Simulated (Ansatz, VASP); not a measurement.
Two plane-wave programs on SnS2

File POSCAR:

```
SnS2
1.0
    3.6607548100      0.0000000000      0.0000000000
   -1.8303774050      3.1703066624      0.0000000000
    0.0000000000      0.0000000000      5.9617808746
Sn S
1 2
Direct
    0.0000000000      0.0000000000      0.0000000000
    0.3333333333      0.6666666667      0.2455905346
    0.6666666667      0.3333333333      0.7544094654
```

The input INCAR.step1:

```
SYSTEM = SnS2
  ALGO = Normal
  EDIFF = 1E-5
  ENCUT = 400
  GGA = PE
  GGA_COMPAT = .FALSE.
  ISIF = 2
  ISMEAR = 0
  LASPH = .TRUE.
  LCHARG = .FALSE.
  LREAL = .FALSE.
  LWAVE = .TRUE.
  NBANDS = 20
  NELM = 120
  PREC = Accurate
  SIGMA = 0.01
```

The input INCAR.step2:

```
SYSTEM = SnS2
  AEXX = 0.35
  ALGO = Normal
  EDIFF = 1E-6
  ENCUT = 400
  GGA = PE
  GGA_COMPAT = .FALSE.
  HFSCREEN = 0.3
  ISIF = 2
  ISMEAR = 0
  ISTART = 1
  LASPH = .TRUE.
  LCHARG = .FALSE.
  LHFCALC = .TRUE.
  LREAL = .FALSE.
  LWAVE = .FALSE.
  NBANDS = 20
  NELM = 120
  PREC = Accurate
  PRECFOCK = Normal
  SIGMA = 0.01
```

File KPOINTS:

```
k-points
0
G
  6 6 2
  0 0 0
```

Input for Ansatz:

```yaml
crystal:
  lattice:
    - [3.66075481, 0.0, 0.0]
    - [-1.830377405, 3.1703066624, 0.0]
    - [0.0, 0.0, 5.9617808746]
  atoms:
    - { symbol: Sn, position: [0.0, 0.0, 0.0] }
    - { symbol: S, position: [0.3333333333, 0.6666666667, 0.2455905346] }
    - { symbol: S, position: [0.6666666667, 0.3333333333, 0.7544094654] }
kpoints:
  mp_grid: { grid: [6, 6, 2] }
hamiltonian:
  xc: { exchange: pbe, correlation: pbe, exx: { coeff: 0.35, omega: 0.3 } }
scf:
  occupations: { method: fixed }
  n_extra_bands: 4
output:
  forces: true
  stress: true
  eigenvalues: true
```

Alike in both runs: task single point; functional PBE-based screened hybrid; k mesh 6 × 6 × 2; no spin polarisation.

|  | VASP | Ansatz |
| --- | --- | --- |
| version | VASP 6.6.1 | Ansatz 0.2.0 |
| potentials or method | VASP PAW PBE potentials, release 64 (Sn_d, S) | plane waves |
| plane-wave cutoff (eV) | 400 | 420 |
| occupations | gaussian, width 0.01 eV | fixed |
| valence electrons in the cell | 26 | 26 |

Ansatz gave:

```
gap on the k mesh at the Fermi level (eV)                     : 2.51
pressure (GPa)                                                : -0.9
traceless stress, the component that is largest in VASP (GPa) : -0.07
rms of the force components (eV/Å)                            : 0.178
```

Task: Which values does VASP return?

Result: gap on the k mesh at the Fermi level (eV): 2.52; pressure (GPa): -1.1; traceless stress, the component that is largest in VASP (GPa): -0.06; rms of the force components (eV/Å): 0.184.

VASP's potentials were made for PBE, not for PBE-based screened hybrid. Atom by atom the forces differ by 0.006 eV/Å (rms over components). Ansatz's warnings: stress exchange threshold loose, stress scf threshold loose.

The k mesh is coarse, so the values compare programs but aren't converged.
